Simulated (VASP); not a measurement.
# GaN (P6_3mc) in VASP: notebook, part 2 of 2

VASP 6.6.1.

### 4 Single point, r2SCAN (uniaxial z strain -2.0%)

File POSCAR:

```
GaN
1.0
    3.1831493761      0.0000000000      0.0000000000
   -1.5915746880      2.7566882238      0.0000000000
    0.0000000000      0.0000000000      5.0799527247
Ga N
2 2
Direct
    0.3333333333      0.6666666667     -0.0026894077
    0.6666666667      0.3333333333      0.4973105923
    0.3333333333      0.6666666667      0.3776894077
    0.6666666667      0.3333333333      0.8776894077
```

File INCAR.step1:

```
SYSTEM = GaN
PREC = Accurate ; ENCUT = 520
ISMEAR = 0 ; SIGMA = 0.01
LREAL = .False. ; LASPH = .True.
NELM = 100 ; NBANDS = 26
GGA = PE ; ALGO = Normal
EDIFF = 1E-4 ; LWAVE = .True.
LCHARG = .False.
```

File INCAR.step2:

```
SYSTEM = GaN
PREC = Accurate ; ENCUT = 520
EDIFF = 1E-7 ; ISMEAR = 0
SIGMA = 0.01 ; LREAL = .False.
LASPH = .True. ; NELM = 100
ALGO = Normal ; ISIF = 2
LWAVE = .False. ; LCHARG = .False.
METAGGA = R2SCAN ; LMIXTAU = .True.
NBANDS = 26 ; ISTART = 1
```

File KPOINTS:

```
Automatic mesh
0
Gamma
  12 12 6
  0 0 0
```

Potentials or basis: VASP PAW PBE potentials, release 64 (Ga_d, N).

Command:

```sh
$ cat potpaw_PBE.64/Ga_d/POTCAR potpaw_PBE.64/N/POTCAR > POTCAR
$ cp INCAR.step1 INCAR
$ mpirun -np 1 vasp_std > vasp.out
$ cp INCAR.step2 INCAR
$ mpirun -np 1 vasp_std > vasp.out
```

OUTCAR:

```text
SYSTEM = GaN
   PREC = Accurate
   ENCUT = 520
   EDIFF = 1E-7
   ISMEAR = 0
   LREAL = .False.
   LASPH = .True.
   NELM = 100
   ISIF = 2
   METAGGA = R2SCAN
   ISTART = 1

 ion  position               nearest neighbor table
   1  0.333  0.667  0.997-   3 1.93   4 1.94   4 1.94   4 1.94
   2  0.667  0.333  0.497-   4 1.93   3 1.94   3 1.94   3 1.94
   3  0.333  0.667  0.378-   1 1.93   2 1.94   2 1.94   2 1.94
   4  0.667  0.333  0.878-   2 1.93   1 1.94   1 1.94   1 1.94

  LATTYP: Found a hexagonal cell.
 ALAT       =     3.1831493761
 C/A-ratio  =     1.5958888901

  Lattice vectors:

 A1 = (   3.1831493761,   0.0000000000,   0.0000000000)
 A2 = (  -1.5915746880,   2.7566882238,   0.0000000000)
 A3 = (   0.0000000000,   0.0000000000,   5.0799527247)

Analysis of symmetry for initial positions (statically):
=====================================================================
 Subroutine PRICEL returns:
 Original cell was already a primitive cell.

 Routine SETGRP: Setting up the symmetry group for a
 hexagonal supercell.

 Subroutine GETGRP returns: Found 12 space group operations
 (whereof  6 operations were pure point group operations)
 out of a pool of 24 trial point group operations.

The static configuration has the point symmetry C_3v.
 The point group associated with its full space group is C_6v.

Analysis of symmetry for dynamics (positions and initial velocities):
=====================================================================
 Subroutine PRICEL returns:
 Original cell was already a primitive cell.

 Routine SETGRP: Setting up the symmetry group for a
 hexagonal supercell.

 Subroutine GETGRP returns: Found 12 space group operations
 (whereof  6 operations were pure point group operations)
 out of a pool of 24 trial point group operations.

The dynamic configuration has the point symmetry C_3v.
 The point group associated with its full space group is C_6v.

 Subroutine INISYM returns: Found 12 space group operations
[... 114 lines left out ...]
   EMIN   =  10.00;   EMAX   =-10.00  energy-range for DOS
   EFERMI =   0.00;   METHOD = LEGACY
   ISMEAR =     0;   SIGMA  =   0.01  broadening in eV -4-tet -1-fermi 0-gaus
   EFERMI_NEDOS =   21; number of points for ismear=-14 and -15
   IALGO  =     38    algorithm
   IMIX   =      4    mixing-type and parameters
     AMIX     =   0.40;   BMIX     =  1.00
     AMIX_MAG =   1.60;   BMIX_MAG =  1.00
  volume/ion in A,a.u.               =      11.14        75.20
  Fermi-wavevector in a.u.,A,eV,Ry     =   1.524547  2.880977 31.623263  2.324244
  Thomas-Fermi vector in A             =   2.632839
   LORBIT       =      0    0 simple, 1 ext, 2 COOP (PROOUT), +10 PAW based schemes
   METAGGA = R2SCAN    functional components
   LHFCALC =     F    Hartree Fock is set to
   AEXX    =    0.0000 exact exchange contribution
   IVDW    =     0    specifies the selected vdW correction
   LEPSILON=     F    determine dielectric tensor
   LRPA    =     F    only Hartree local field effects (RPA)
 non-spin polarized calculation
 Gauss-broadening in eV      SIGMA  =   0.01
  energy-cutoff  :      520.00
  volume of cell :       44.58
 maximum number of plane-waves:      1213
 NGX is ok and might be reduce to    24
   NGX = 11   NGY = 11   NGZ = 19

 number of electron      36.0000003 magnetization

 Free energy of the ion-electron system (eV)
  ---------------------------------------------------
  ext. energy  EPLUGINS =         0.00000000
  ---------------------------------------------------
  free energy    TOTEN  =       -43.79131512 eV

  energy without entropy =      -43.79131512  energy(sigma->0) =      -43.79131512

 E-fermi :   5.4186     XC(G=0): -12.7822

 val. band max:        5.3669420711   @ k =   0.0000   0.0000   0.0000
 cond. band min:       7.8358161146   @ k =   0.0000   0.0000   0.0000
 fundamental gap:      2.4688740435
 Fermi energy:         5.4186076922

 k-point     1 :       0.0000    0.0000    0.0000
  band No.  band energies     occupation
      1     -11.6653      2.00000
      2     -10.5821      2.00000
      3      -8.5120      2.00000
      4      -8.5018      2.00000
      5      -8.5018      2.00000
      6      -8.4265      2.00000
[... 685 lines left out ...]
     25      17.5722      0.00000
     26      19.4997      0.00000

 [... further k-points ...]
[... 5 lines left out ...]
  --------------------------------------------------------------------------------------
  -------------------------------------------------------------------------------------
  Total        0.9266002      0.9266002      2.5875202      0.0000000      0.0000000      0.0000000
  in kB       33.3041721     33.3041721     93.0015094      0.0000000      0.0000000      0.0000000
  external PRESSURE =      53.2032845 kB  Pullay stress =       0.0000000 kB

 VOLUME and BASIS-vectors are now :
 -----------------------------------------------------------------------------
  energy-cutoff  :      520.00
  volume of cell :       44.58
      direct lattice vectors                 reciprocal lattice vectors
     3.183149376  0.000000000  0.000000000     0.314154280  0.181377058  0.000000000
    -1.591574688  2.756688224  0.000000000     0.000000000  0.362754116  0.000000000
     0.000000000  0.000000000  5.079952725     0.000000000  0.000000000  0.196852226

 POSITION                                       TOTAL-FORCE (eV/Angst)
 -----------------------------------------------------------------------------------
     -0.00000      1.83779      5.06629         0.000000     -0.000000      0.001956
      1.59157      0.91890      2.52631         0.000000      0.000000      0.001956
     -0.00000      1.83779      1.91864        -0.000000     -0.000000     -0.001956
      1.59157      0.91890      4.45862        -0.000000     -0.000000     -0.001956
 -----------------------------------------------------------------------------------
    total drift:                                0.000002      0.000004      0.044084

  FREE ENERGIE OF THE ION-ELECTRON SYSTEM (eV)
  ---------------------------------------------------
  free  energy   TOTEN  =       -43.7913151154 eV

  energy  without entropy=      -43.7913151154  energy(sigma->0) =      -43.79131512
```

OSZICAR.step1:

```text
N       E                     dE             d eps       ncg     rms          rms(c)
DAV:   1     0.277572246101E+03    0.27757E+03   -0.17617E+04  4354   0.259E+03
DAV:   2     0.700778739745E+01   -0.27056E+03   -0.25621E+03  4288   0.486E+02
DAV:   3    -0.272192504926E+02   -0.34227E+02   -0.33760E+02  4710   0.142E+02
DAV:   4    -0.283181203910E+02   -0.10989E+01   -0.10943E+01  4668   0.273E+01
DAV:   5    -0.283420705011E+02   -0.23950E-01   -0.23928E-01  4898   0.388E+00    0.111E+01
DAV:   6    -0.241557402964E+02    0.41863E+01   -0.99397E+00  6540   0.501E+01    0.306E+00
DAV:   7    -0.242560568871E+02   -0.10032E+00   -0.14660E+00  4246   0.905E+00    0.273E+00
DAV:   8    -0.242514051614E+02    0.46517E-02   -0.13724E-01  6370   0.523E+00    0.761E-01
DAV:   9    -0.242375503618E+02    0.13855E-01   -0.48178E-02  6564   0.380E+00    0.319E-01
DAV:  10    -0.242381707453E+02   -0.62038E-03   -0.36184E-03  4144   0.429E-01    0.599E-02
DAV:  11    -0.242381033139E+02    0.67431E-04   -0.52777E-04  4896   0.429E-01
   1 F= -.24238103E+02 E0= -.24238103E+02  d E =-.285430E-36
```

Wall time 6.2 min (1 thread of AMD EPYC 7R43 (Zen 3), shared host); peak memory 0.18 GiB.

What came out:

```yaml
Free_energy: -43.7913 eV
Pressure: 5.3 GPa
Band_gap_on_the_k_mesh: 2.47 eV
```

Caveat: the cell differs from its parent crystal (uniaxial z strain -2.0%); the cell stands under pressure; the PAW data sets were made with another functional, which shifts forces and pressure a little.

### 5 Single point, r2SCAN (uniaxial z strain -1.0%)

File POSCAR:

```
GaN
1.0
    3.1831493761      0.0000000000      0.0000000000
   -1.5915746880      2.7566882238      0.0000000000
    0.0000000000      0.0000000000      5.1317889770
Ga N
2 2
Direct
    0.3333333333      0.6666666667     -0.0017167385
    0.6666666667      0.3333333333      0.4982832615
    0.3333333333      0.6666666667      0.3767167385
    0.6666666667      0.3333333333      0.8767167385
```

File INCAR.step1:

```
SYSTEM = GaN
PREC = Accurate
ENCUT = 520
ISMEAR = 0
SIGMA = 0.01
LREAL = .FALSE.
LASPH = .TRUE.
NELM = 100
NBANDS = 26
GGA = PE
ALGO = Normal
EDIFF = 1E-4
LWAVE = .TRUE.
LCHARG = .FALSE.
```

File INCAR.step2:

```
SYSTEM = GaN
PREC = Accurate
ENCUT = 520
EDIFF = 1E-6
ISMEAR = 0
SIGMA = 0.01
LREAL = .FALSE.
LASPH = .TRUE.
NELM = 100
ALGO = Normal
ISIF = 2
LWAVE = .FALSE.
LCHARG = .FALSE.
METAGGA = R2SCAN
LMIXTAU = .TRUE.
NBANDS = 26
ISTART = 1
```

File KPOINTS:

```
regular mesh
0
G
  12 12 6
  0 0 0
```

Command:

```sh
$ cat potpaw_PBE.64/Ga_d/POTCAR potpaw_PBE.64/N/POTCAR > POTCAR
$ cp INCAR.step1 INCAR
$ mpirun -np 1 vasp_std > vasp.out
$ cp INCAR.step2 INCAR
$ mpirun -np 1 vasp_std > vasp.out
```

Run time: 5.9 min. Hardware: 1 thread of AMD EPYC 7R43 (Zen 3), shared host; peak memory 0.18 GiB.

Results (log left out):

```
Free energy            : -43.8120 eV
Pressure               : 3.1 GPa
Largest force          : 0.005 eV/Å
Band gap on the k mesh : 2.43 eV
```

Forces in eV/Å, atoms in the order of the input:
```
Ga   0.000  0.000 -0.005
Ga   0.000  0.000 -0.005
N    0.000  0.000  0.005
N    0.000  0.000  0.005
```

Stress tensor (GPa, compression positive):
```
2.14 0.00 0.00
0.00 2.14 0.00
0.00 0.00 5.03
```

Levels at points of the mesh, in eV from the valence-band top:
```
           k point  band 14  band 15  band 16  band 17  band 18  band 19  band 20  band 21  band 22  band 23
(0.00, 0.00, 0.00)    -1.13    -1.13    -0.02    -0.02     0.00     2.43     4.77    10.10    10.55    10.55
(0.50, 0.00, 0.00)    -5.41    -4.33    -2.92    -2.25    -1.06     5.53     6.19     6.65     9.47    11.13
(0.00, 0.00, 0.50)    -3.88    -0.59    -0.59    -0.59    -0.59     4.80     4.80     9.27     9.27    11.07
(0.50, 0.00, 0.50)    -6.79    -2.07    -2.07    -1.92    -1.92     4.95     4.95     8.49     8.49    10.83
```

Caveat: the cell differs from its parent crystal (uniaxial z strain -1.0%); the cell stands under pressure; the PAW data sets were made with another functional, which shifts forces and pressure a little.

### 6 Single point, r2SCAN (uniaxial z strain +1.0%)

File POSCAR:

```
GaN
1.0
    3.1831493761      0.0000000000      0.0000000000
   -1.5915746880      2.7566882238      0.0000000000
    0.0000000000      0.0000000000      5.2354614816
Ga N
2 2
Direct
    0.3333333333      0.6666666667     -0.0001403842
    0.6666666667      0.3333333333      0.4998596158
    0.3333333333      0.6666666667      0.3751403842
    0.6666666667      0.3333333333      0.8751403842
```

File INCAR.step1:

```
SYSTEM = GaN
  PREC = Accurate
  ENCUT = 520
  ISMEAR = 0
  SIGMA = 0.01
  LREAL = .FALSE.
  LASPH = .TRUE.
  NELM = 60
  NBANDS = 26
  GGA = PE
  ALGO = Normal
  EDIFF = 1E-4
  LWAVE = .TRUE.
  LCHARG = .FALSE.
```

File INCAR.step2:

```
SYSTEM = GaN
  PREC = Accurate
  ENCUT = 520
  EDIFF = 1E-6
  ISMEAR = 0
  SIGMA = 0.01
  LREAL = .FALSE.
  LASPH = .TRUE.
  NELM = 60
  ALGO = Normal
  ISIF = 2
  LWAVE = .FALSE.
  LCHARG = .FALSE.
  METAGGA = R2SCAN
  LMIXTAU = .TRUE.
  NBANDS = 26
  ISTART = 1
```

KPOINTS is that of step 5.

Potentials or basis: VASP PAW PBE potentials, release 64 (Ga_d, N).

Command:

```sh
$ cat potpaw_PBE.64/Ga_d/POTCAR potpaw_PBE.64/N/POTCAR > POTCAR
$ cp INCAR.step1 INCAR
$ mpirun -np 1 vasp_std > vasp.out
$ cp INCAR.step2 INCAR
$ mpirun -np 1 vasp_std > vasp.out
```

Wall time 6.4 min (1 thread of AMD EPYC 7R43 (Zen 3), shared host); peak memory 0.18 GiB.

It converged, with:

* Free energy: -43.8187 eV
* Pressure: -0.9 GPa
* Largest force: 0.011 eV/Å
* Band gap on the k mesh: 2.24 eV

Forces on the atoms (eV/Å):
```
Ga   0.000  0.000  0.011
Ga   0.000  0.000  0.011
N    0.000  0.000 -0.011
N    0.000  0.000 -0.011
```

Stress tensor (GPa, compression positive):
```
 0.19  0.00  0.00
 0.00  0.19  0.00
 0.00  0.00 -2.93
```

Levels at points of the mesh, in eV from the valence-band top:
```tsv
k point	band 14	band 15	band 16	band 17	band 18	band 19	band 20	band 21	band 22	band 23
(0.00, 0.00, 0.00)	-1.03	-1.03	-0.09	0.00	0.00	2.24	4.84	9.80	10.60	10.60
(0.50, 0.00, 0.00)	-5.40	-4.28	-2.77	-2.25	-1.03	5.60	6.03	6.42	9.21	10.98
(0.00, 0.00, 0.50)	-3.99	-0.53	-0.53	-0.53	-0.53	4.71	4.71	9.06	9.06	11.12
(0.50, 0.00, 0.50)	-6.68	-2.00	-2.00	-1.97	-1.97	4.81	4.81	8.33	8.33	10.67
```

Caveat: the cell differs from its parent crystal (uniaxial z strain +1.0%); the PAW data sets were made with another functional, which shifts forces and pressure a little.

### 7 Single point, r2SCAN (uniaxial z strain +2.0%)

File POSCAR:

```
GaN
1.0
    3.1831493761      0.0000000000      0.0000000000
   -1.5915746880      2.7566882238      0.0000000000
    0.0000000000      0.0000000000      5.2872977339
Ga N
2 2
Direct
    0.3333333333      0.6666666667      0.0005148602
    0.6666666667      0.3333333333      0.5005148602
    0.3333333333      0.6666666667      0.3744851398
    0.6666666667      0.3333333333      0.8744851398
```

File INCAR.step1:

```
PREC = Accurate
ENCUT = 520
ISMEAR = 0
SIGMA = 0.01
LREAL = F
LASPH = T
NELM = 60
NBANDS = 26
GGA = PE
ALGO = Normal
EDIFF = 1E-4
LWAVE = T
LCHARG = F
```

File INCAR.step2:

```
PREC = Accurate
ENCUT = 520
EDIFF = 1E-7
ISMEAR = 0
SIGMA = 0.01
LREAL = F
LASPH = T
NELM = 60
ALGO = Normal
ISIF = 2
LWAVE = F
LCHARG = F
METAGGA = R2SCAN
LMIXTAU = T
NBANDS = 26
ISTART = 1
```

File KPOINTS:

```
regular mesh
0
Gamma
  12 12 6
```

Command:

```sh
$ cat potpaw_PBE.64/Ga_d/POTCAR potpaw_PBE.64/N/POTCAR > POTCAR
$ cp INCAR.step1 INCAR
$ mpirun -np 1 vasp_std > vasp.out
$ cp INCAR.step2 INCAR
$ mpirun -np 1 vasp_std > vasp.out
```

Run time: 5.7 min. Hardware: 1 thread of AMD EPYC 7R43 (Zen 3), shared host; peak memory 0.18 GiB.

It converged, with:

```yaml
Free_energy: -43.8055 eV
Pressure: -2.7 GPa
Largest_force: 0.010 eV/Å
Band_gap_on_the_k_mesh: 2.13 eV
```

Forces in eV/Å, atoms in the order of the input:
```
Ga   0.000  0.000  0.010
Ga   0.000  0.000  0.010
N    0.000  0.000 -0.010
N    0.000  0.000 -0.010
```

Stress tensor (GPa, compression positive):
```
-0.61  0.00  0.00
 0.00 -0.61  0.00
 0.00  0.00 -6.79
```

Levels at points of the mesh, in eV from the valence-band top:
```
           k point  band 14  band 15  band 16  band 17  band 18  band 19  band 20  band 21  band 22  band 23
(0.00, 0.00, 0.00)    -0.99    -0.99    -0.15     0.00     0.00     2.13     4.86     9.65    10.61    10.61
(0.50, 0.00, 0.00)    -5.41    -4.26    -2.71    -2.25    -1.03     5.62     5.94     6.30     9.06    10.88
(0.00, 0.00, 0.50)    -4.05    -0.51    -0.51    -0.51    -0.51     4.66     4.66     8.95     8.95    11.13
(0.50, 0.00, 0.50)    -6.64    -2.04    -2.04    -1.94    -1.94     4.72     4.72     8.24     8.24    10.58
```

Caveat: the cell differs from its parent crystal (uniaxial z strain +2.0%); the PAW data sets were made with another functional, which shifts forces and pressure a little.

### 8 The runs side by side

| cell | gap on the mesh (eV) | pressure (GPa) | largest force (eV/Å) |
| --- | --- | --- | --- |
| a = 3.183, b = 3.183, c = 4.976 Å, angles 90.0, 90.0, 120.0°, 4 atoms, atomic positions A | 2.55 | 10.0 | - |
| a = 3.183, b = 3.183, c = 5.028 Å, angles 90.0, 90.0, 120.0°, 4 atoms, atomic positions A | 2.51 | 7.6 | 0.01 |
| a = 3.183, b = 3.183, c = 5.080 Å, angles 90.0, 90.0, 120.0°, 4 atoms, atomic positions B | 2.47 | 5.3 | - |
| a = 3.183, b = 3.183, c = 5.132 Å, angles 90.0, 90.0, 120.0°, 4 atoms, atomic positions B | 2.43 | 3.1 | - |
| a = 3.183, b = 3.183, c = 5.235 Å, angles 90.0, 90.0, 120.0°, 4 atoms, atomic positions C | 2.24 | -0.9 | 0.01 |
| a = 3.183, b = 3.183, c = 5.287 Å, angles 90.0, 90.0, 120.0°, 4 atoms, atomic positions C | 2.13 | -2.7 | 0.01 |

Alike in all rows: task single point; level r2SCAN; potentials or basis VASP PAW PBE potentials, release 64 (Ga_d, N); no spin polarisation; k mesh 12 × 12 × 6; cutoff (eV) 520; smearing gaussian 0.01 eV.

Caveats: the PAW data sets were made with another functional, which shifts forces and pressure a little; the cell stands under pressure (at least some runs).

Absolute energies hang on the potentials; compare differences alone.
